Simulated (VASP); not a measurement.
Input of a VASP 6.6.1 run:

The input INCAR:

```
SYSTEM = Yb
  ALGO = Normal
  EDIFF = 1E-7
  ENCUT = 520
  GGA = PE
  ISIF = 2
  ISMEAR = -1
  LASPH = .True.
  LCHARG = .False.
  LREAL = .False.
  LWAVE = .False.
  NBANDS = 18
  NELM = 60
  PREC = Accurate
  SIGMA = 0.03
```

The input KPOINTS:

```
k-points
0
Gamma
  10 10 10
  0 0 0
```

File POSCAR:

```
Yb
1.0
    0.0000000000      2.6151647068      2.6151647068
    2.6151647068      0.0000000000      2.6151647068
    2.6151647068      2.6151647068      0.0000000000
Yb
1
Direct
    0.0000000000      0.0000000000      0.0000000000
```

Potentials or basis: VASP PAW PBE potentials, release 64 (Yb).

Command:

```bash
$ cat potpaw_PBE.64/Yb/POTCAR > POTCAR
$ mpirun -np 1 vasp_std > vasp.out
```

Q: Predict the band gap on the k mesh.

A: Zero (band 12 reaches 1.62 eV, above the bottom of band 13 at 1.60 eV).

Q: What does it give for the pressure?

A: 0.0 GPa.

Caveat: spin-orbit coupling is left out, which moves the levels of the heavy elements. Spin polarisation is off, so any magnetic state and its effect on volume and gap are missing.
